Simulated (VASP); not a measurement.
# IrPt3C (Pm-3m) in VASP: further runs, part 2 of 2

VASP 6.6.1. Earlier steps stand in the parts before.

**3. Relaxation of cell and atoms, PBE**

INCAR

```
SYSTEM = IrPt3C
  ALGO = Normal
  EDIFF = 1E-6
  EDIFFG = -0.01
  ENCUT = 600
  GGA = PE
  IBRION = 2
  ISIF = 3
  ISMEAR = 0
  LASPH = .True.
  LCHARG = .False.
  LREAL = .False.
  LWAVE = .False.
  NELM = 100
  NSW = 100
  PREC = Accurate
  SIGMA = 0.1
```

KPOINTS

```
k-points
0
Gamma
  8 8 8
  0 0 0
```

POSCAR

```
IrPt3C
1.0
    4.8119415751      0.0000000000      0.0000000000
    0.0000000000      4.8119415751      0.0000000000
    0.0000000000      0.0000000000      4.8119415751
Ir Pt C
1 3 1
Direct
    0.0000000000      0.0000000000      0.0000000000
    0.5000000000      0.0000000000      0.0000000000
    0.0000000000      0.5000000000      0.0000000000
    0.0000000000      0.0000000000      0.5000000000
    0.5000000000      0.5000000000      0.5000000000
```

Potentials or basis: VASP PAW PBE potentials, release 64 (Ir, Pt, C).

On the command line:

```console
cat potpaw_PBE.64/Ir/POTCAR potpaw_PBE.64/Pt/POTCAR potpaw_PBE.64/C/POTCAR > POTCAR
mpirun -np 1 vasp_std > vasp.out
```

OUTCAR:

```text
SYSTEM = IrPt3C
   EDIFF = 1E-6
   EDIFFG = -0.01
   ENCUT = 600
   GGA = PE
   IBRION = 2
   ISIF = 3
   ISMEAR = 0
   LASPH = .True.
   LREAL = .False.
   NELM = 100
   NSW = 100
   PREC = Accurate

 ion  position               nearest neighbor table
   1  0.000  0.000  0.000-   2 2.41   3 2.41   4 2.41   4 2.41   3 2.41   2 2.41
   2  0.500  0.000  0.000-   1 2.41   1 2.41   4 3.40   4 3.40   3 3.40   3 3.40   3 3.40   4 3.40
                             4 3.40   3 3.40
   3  0.000  0.500  0.000-   1 2.41   1 2.41   4 3.40   4 3.40   2 3.40   2 3.40   4 3.40   4 3.40
                             2 3.40   2 3.40
   4  0.000  0.000  0.500-   1 2.41   1 2.41   3 3.40   2 3.40   2 3.40   3 3.40   3 3.40   3 3.40
                             2 3.40   2 3.40
   5  0.500  0.500  0.500-

  LATTYP: Found a simple cubic cell.
 ALAT       =     4.8119415751

  Lattice vectors:

 A1 = (   4.8119415751,   0.0000000000,   0.0000000000)
 A2 = (   0.0000000000,   4.8119415751,   0.0000000000)
 A3 = (   0.0000000000,   0.0000000000,   4.8119415751)

Analysis of symmetry for initial positions (statically):
=====================================================================
 Subroutine PRICEL returns:
 Original cell was already a primitive cell.

 Routine SETGRP: Setting up the symmetry group for a
 simple cubic supercell.

 Subroutine GETGRP returns: Found 48 space group operations
 (whereof 48 operations were pure point group operations)
 out of a pool of 48 trial point group operations.

The static configuration has the point symmetry O_h .

Analysis of symmetry for dynamics (positions and initial velocities):
=====================================================================
 Subroutine PRICEL returns:
 Original cell was already a primitive cell.

 Routine SETGRP: Setting up the symmetry group for a
 simple cubic supercell.

 Subroutine GETGRP returns: Found 48 space group operations
 (whereof 48 operations were pure point group operations)
 out of a pool of 48 trial point group operations.

The dynamic configuration has the point symmetry O_h .

 Subroutine INISYM returns: Found 48 space group operations
 (whereof 48 operations are pure point group operations),
 and found     1 'primitive' translations

----------------------------------------------------------------------------------------

                                     Primitive cell

  volume of cell :     111.4195

  direct lattice vectors                    reciprocal lattice vectors
     4.811941575  0.000000000  0.000000000     0.207816322  0.000000000  0.000000000
     0.000000000  4.811941575  0.000000000     0.000000000  0.207816322  0.000000000
     0.000000000  0.000000000  4.811941575     0.000000000  0.000000000  0.207816322

  length of vectors
     4.811941575  4.811941575  4.811941575     0.207816322  0.207816322  0.207816322

  position of ions in fractional coordinates (direct lattice)
     0.000000000  0.000000000  0.000000000
     0.500000000  0.000000000  0.000000000
     0.000000000  0.500000000  0.000000000
     0.000000000  0.000000000  0.500000000
     0.500000000  0.500000000  0.500000000

  ion indices of the primitive-cell ions
   primitive index   ion index
[... 35 lines left out ...]
  0.125000  0.000000  0.000000      6.000000
  0.250000  0.000000  0.000000      6.000000
  0.375000  0.000000  0.000000      6.000000
  0.500000  0.000000  0.000000      3.000000
  0.125000  0.125000  0.000000     12.000000
[... 16 lines left out ...]
  0.375000  0.375000  0.125000     24.000000
  0.500000  0.375000  0.125000     24.000000
 [... further k-points ...]
   k-points           NKPTS =     35   k-points in BZ     NKDIM =     35   number of bands    NBANDS=     25
   number of dos      NEDOS =    301   number of ions     NIONS =      5
   total plane-waves  NPLWV =  64000
   dimension x,y,z NGX =    40 NGY =   40 NGZ =   40
   dimension x,y,z NGXF=    80 NGYF=   80 NGZF=   80
   ions per type =               1   3   1
   NGX,Y,Z   is equivalent  to a cutoff of  13.82, 13.82, 13.82 a.u.
   NGXF,Y,Z  is equivalent  to a cutoff of  27.64, 27.64, 27.64 a.u.
 SYSTEM =  IrPt3C
   PREC   = accura    normal or accurate (medium, high low for compatibility)
   ISTART =      0    job   : 0-new  1-cont  2-samecut
   ICHARG =      2    charge: 1-file 2-atom 10-const
   ISPIN  =      1    spin polarized calculation?
   LNONCOLLINEAR =      F non collinear calculations
   LSORBIT =      F    spin-orbit coupling
   LASPH  =      T    aspherical Exc in radial PAW
   ENCUT  =  600.0 eV  44.10 Ry    6.64 a.u.   9.61  9.61  9.61*2*pi/ulx,y,z
   NELM   =    100;   NELMIN=  2; NELMDL= -5     # of ELM steps
   EDIFF  = 0.1E-05   stopping-criterion for ELM
   LREAL  =      F    real-space projection
   EDIFFG = -.1E-01   stopping-criterion for IOM
   NSW    =    100    number of steps for IOM
   IBRION =      2    ionic relax: 0-MD 1-quasi-New 2-CG
   NFREE  =      1    steps in history (QN), initial steepest desc. (CG)
   ISIF   =      3    stress and relaxation
   ISYM   =      2    0-nonsym 1-usesym 2-fastsym
   POTIM  = 0.5000    time-step for ionic-motion
   TEBEG  =    0.0;   TEEND  =   0.0 temperature during run
   PSTRESS=    0.0 pullay stress
   NELECT =      43.0000    total number of electrons
   NUPDOWN=      -1.0000    fix difference up-down
   EMIN   =  10.00;   EMAX   =-10.00  energy-range for DOS
   EFERMI =   0.00;   METHOD = LEGACY
   ISMEAR =     0;   SIGMA  =   0.10  broadening in eV -4-tet -1-fermi 0-gaus
   EFERMI_NEDOS =   21; number of points for ismear=-14 and -15
   IALGO  =     38    algorithm
   IMIX   =      4    mixing-type and parameters
     AMIX     =   0.40;   BMIX     =  1.00
     AMIX_MAG =   1.60;   BMIX_MAG =  1.00
  volume/ion in A,a.u.               =      22.28       150.38
  Fermi-wavevector in a.u.,A,eV,Ry     =   1.191911  2.252386 19.329154  1.420653
  Thomas-Fermi vector in A             =   2.327962
   LORBIT       =      0    0 simple, 1 ext, 2 COOP (PROOUT), +10 PAW based schemes
   GGA     = PE    functional components
   LHFCALC =     F    Hartree Fock is set to
   AEXX    =    0.0000 exact exchange contribution
   IVDW    =     0    specifies the selected vdW correction
   LEPSILON=     F    determine dielectric tensor
   LRPA    =     F    only Hartree local field effects (RPA)
 conjugate gradient relaxation of ions
 non-spin polarized calculation
 Gauss-broadening in eV      SIGMA  =   0.10
  energy-cutoff  :      600.00
  volume of cell :      111.42
 maximum number of plane-waves:      3767
 NGX is ok and might be reduce to    40
   NGX = 19   NGY = 19   NGZ = 19

 number of electron      43.0000006 magnetization

 Free energy of the ion-electron system (eV)
  ---------------------------------------------------
  ext. energy  EPLUGINS =         0.00000000
  ---------------------------------------------------
  free energy    TOTEN  =       -22.96536607 eV

  energy without entropy =      -22.91069903  energy(sigma->0) =      -22.93803255

 E-fermi :   3.9436     XC(G=0): -10.3409

 val. band max:        3.9435103706   @ k =   0.2500   0.2500   0.1250
 cond. band min:       3.9472262457   @ k =   0.3750   0.2500   0.0000
 fundamental gap:      0.0037158751
 Fermi energy:         3.9435505923

 k-point     1 :       0.0000    0.0000    0.0000
  band No.  band energies     occupation
      1      -5.0664      2.00000
      2      -3.6015      2.00000
      3      -2.9333      2.00000
      4      -2.9333      2.00000
      5      -1.8904      2.00000
      6      -1.8904      2.00000
[... 661 lines left out ...]
     24       3.9657      0.75445
     25       4.4368      0.00000

 [... further k-points ...]

------------------------ aborting loop because EDIFF is reached ----------------------------------------

  FORCE on cell =-STRESS in cart. coord.  units (eV):
  Direction    XX          YY          ZZ          XY          YZ          ZX
  --------------------------------------------------------------------------------------
  -------------------------------------------------------------------------------------
  Total        0.0024167      0.0024167      0.0024167     -0.0000000     -0.0000000      0.0000000
  in kB        0.0347508      0.0347508      0.0347508     -0.0000000     -0.0000000      0.0000000
  external PRESSURE =       0.0347508 kB  Pullay stress =       0.0000000 kB

 VOLUME and BASIS-vectors are now :
 -----------------------------------------------------------------------------
  energy-cutoff  :      600.00
  volume of cell :      111.42
      direct lattice vectors                 reciprocal lattice vectors
     4.811941575  0.000000000  0.000000000     0.207816322  0.000000000  0.000000000
     0.000000000  4.811941575  0.000000000     0.000000000  0.207816322  0.000000000
     0.000000000  0.000000000  4.811941575     0.000000000  0.000000000  0.207816322

 POSITION                                       TOTAL-FORCE (eV/Angst)
 -----------------------------------------------------------------------------------
      0.00000      0.00000      0.00000         0.000000      0.000000      0.000000
      2.40597      0.00000      0.00000         0.000000      0.000000      0.000000
      0.00000      2.40597      0.00000         0.000000      0.000000      0.000000
      0.00000      0.00000      2.40597         0.000000      0.000000      0.000000
      2.40597      2.40597      2.40597         0.000000      0.000000      0.000000
 -----------------------------------------------------------------------------------
    total drift:                                0.000000      0.000000     -0.000000

  FREE ENERGIE OF THE ION-ELECTRON SYSTEM (eV)
  ---------------------------------------------------
  free  energy   TOTEN  =       -22.9653660743 eV

  energy  without entropy=      -22.9106990342  energy(sigma->0) =      -22.93803255

 reached required accuracy - stopping structural energy minimisation
```

OSZICAR:

```text
N       E                     dE             d eps       ncg     rms          rms(c)
DAV:   1     0.318604261322E+03    0.31860E+03   -0.21435E+04  1750   0.173E+03
DAV:   2     0.141342086388E+01   -0.31719E+03   -0.30854E+03  1896   0.357E+02
DAV:   3    -0.228414016498E+02   -0.24255E+02   -0.23288E+02  2492   0.828E+01
DAV:   4    -0.248465719753E+02   -0.20052E+01   -0.18992E+01  2422   0.221E+01
DAV:   5    -0.250047017618E+02   -0.15813E+00   -0.14154E+00  2629   0.519E+00    0.201E+01
DAV:   6    -0.277040365179E+02   -0.26993E+01   -0.76204E+01  3063   0.383E+01    0.224E+01
DAV:   7    -0.235487152526E+02    0.41553E+01   -0.12843E+01  2940   0.263E+01    0.103E+01
DAV:   8    -0.237624832590E+02   -0.21377E+00   -0.13362E+01  2694   0.132E+01    0.855E+00
DAV:   9    -0.229556434910E+02    0.80684E+00   -0.39477E+00  2969   0.995E+00    0.244E+00
DAV:  10    -0.229631074613E+02   -0.74640E-02   -0.69221E-01  2893   0.299E+00    0.164E+00
DAV:  11    -0.229710361612E+02   -0.79287E-02   -0.30829E-01  2880   0.142E+00    0.144E+00
DAV:  12    -0.229625106681E+02    0.85255E-02   -0.15226E-01  2803   0.796E-01    0.201E-01
DAV:  13    -0.229650698496E+02   -0.25592E-02   -0.25884E-02  2226   0.327E-01    0.182E-01
DAV:  14    -0.229653512197E+02   -0.28137E-03   -0.70779E-03  2693   0.117E-01    0.446E-02
DAV:  15    -0.229653630918E+02   -0.11872E-04   -0.50283E-04  2785   0.476E-02    0.161E-02
DAV:  16    -0.229653668202E+02   -0.37284E-05   -0.56087E-05  1890   0.131E-02    0.100E-02
DAV:  17    -0.229653662144E+02    0.60577E-06   -0.14964E-05  2379   0.794E-03    0.484E-03
DAV:  18    -0.229653660743E+02    0.14011E-06   -0.12014E-06  1017   0.383E-03
   1 F= -.22965366E+02 E0= -.22938033E+02  d E =-.229654E+02
```

Run time: 62 s. Hardware: 1 thread of Intel Xeon 6975P-C (Granite Rapids), shared host; peak memory 0.32 GiB.

What came out:

| Item | Value |
| --- | --- |
| Free energy | -22.9654 eV |
| Pressure after relaxing | 0.0 GPa |

Final structure:
```yaml
crystal:
  lattice:
    - [4.81194, 0.00000, 0.00000]
    - [0.00000, 4.81194, 0.00000]
    - [0.00000, 0.00000, 4.81194]
  atoms:
    - { symbol: Ir, position: [0.00000, 0.00000, 0.00000] }
    - { symbol: Pt, position: [0.50000, 0.00000, 0.00000] }
    - { symbol: Pt, position: [0.00000, 0.50000, 0.00000] }
    - { symbol: Pt, position: [0.00000, 0.00000, 0.50000] }
    - { symbol: C, position: [0.50000, 0.50000, 0.50000] }
```

Levels at points of the mesh, in eV from the Fermi level:
```tsv
k point	band 18	band 19	band 20	band 21	band 22	band 23	band 24	band 25
(0.00, 0.00, 0.00)	-0.56	-0.56	-0.56	0.66	0.66	0.78	0.78	0.78
(0.50, 0.00, 0.00)	-1.26	-1.23	0.08	0.08	0.47	0.47	0.50	1.25
(0.50, 0.50, 0.00)	-1.36	-1.18	-0.69	-0.67	-0.67	0.10	0.10	0.78
(0.50, 0.50, 0.50)	-1.21	-1.21	-1.00	-1.00	-1.00	-0.55	-0.55	-0.55
```

Caveat: the relaxation stopped at its first step, so nothing moved; the highest band is partly filled, so the run has too few bands; spin-orbit coupling is left out, which moves the levels of the heavy elements.
